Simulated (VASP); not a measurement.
Wanted: the native input for a VASP 6.6.1 run.

- Task: single point
- Functional: PBE
- Potentials or basis: VASP PAW PBE potentials, release 64 (Nb_sv, P)
- Cutoff: 500 eV
- k mesh: 12 × 12 × 12
- Occupations: fermi-dirac, width 0.08 eV
- Spin: no spin polarisation
- Dipole correction: no
- Further INCAR settings: ALGO = Normal; EDIFF = 1e-06; NBANDS = 16

The structure of NbP (zincblende type) lies in POSCAR:

```
NbP
1.0
    0.0000000000      2.2172923856      2.2172923856
    2.2172923856      0.0000000000      2.2172923856
    2.2172923856      2.2172923856      0.0000000000
Nb P
1 1
Direct
    0.0000000000      0.0000000000      0.0000000000
    0.2500000000      0.2500000000      0.2500000000
```

This cell differs from its parent crystal: volume scaled by 0.5.

One way to write it, as run:

INCAR

```
ALGO = Normal
EDIFF = 1E-6
ENCUT = 500
GGA = PE
GGA_COMPAT = F
ISIF = 2
ISMEAR = -1
LASPH = T
LCHARG = T
LELF = T
LREAL = F
LVHAR = T
LWAVE = F
NBANDS = 16
NELM = 120
PREC = Accurate
SIGMA = 0.08
```

KPOINTS

```
k-points
0
Gamma
  12 12 12
```

Potentials or basis: VASP PAW PBE potentials, release 64 (Nb_sv, P).

Command:

```console
$ cat potpaw_PBE.64/Nb_sv/POTCAR potpaw_PBE.64/P/POTCAR > POTCAR
$ mpirun -np 1 vasp_std > vasp.out
```

Results of the run:

The pressure is 269.8 GPa and the band gap on the k mesh is zero (band 9 reaches 17.44 eV, above the bottom of band 10 at 15.26 eV).

It took 28 s on 1 thread of Intel(R) Xeon(R) Platinum 8259CL CPU @ 2.50GHz (Skylake/Cascade Lake), with other jobs on the host, peak memory 0.15 GiB.
